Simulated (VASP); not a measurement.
## GaP (zincblende type): single point with PBE

Crystal: GaP (zincblende type).

```xyz
2
Lattice="0.0000 2.6794 2.6794 2.6794 0.0000 2.6794 2.6794 2.6794 0.0000" Properties=species:S:1:pos:R:3 pbc="T T T"
Ga    0.0000    0.0000    0.0000
P     1.3397    1.3397    1.3397
```

```
Program                : VASP 6.6.1
Task                   : single point
Functional             : PBE
Potentials or basis    : VASP PAW PBE potentials, release 64 (Ga_d, P)
Cutoff                 : 500 eV
k mesh                 : 13 × 13 × 13
Occupations            : fermi-dirac, width 0.1 eV
Spin                   : no spin polarisation
Dipole correction      : no
Further INCAR settings : ALGO = Normal; EDIFF = 1e-06; NBANDS = 16
```

| Quantity | Value |
| --- | --- |
| Pressure | 7.4 GPa |
| Band gap on the k mesh | 1.51 eV, indirect (least direct gap 2.25 eV) |

Levels at points of the mesh, in eV from the valence-band top:
```tsv
k point	band 5	band 6	band 7	band 8	band 9	band 10	band 11	band 12	band 13	band 14
(0.00, 0.00, 0.00)	-14.53	-12.89	0.00	0.00	0.00	2.25	3.87	3.87	3.87	9.03
```

It took 46 s on 1 thread of Intel(R) Xeon(R) Platinum 8259CL CPU @ 2.50GHz (Skylake/Cascade Lake) (shared host), peak memory 0.18 GiB.

A k mesh can miss the band edges. As with any semilocal functional, this PBE gap is likely too small.
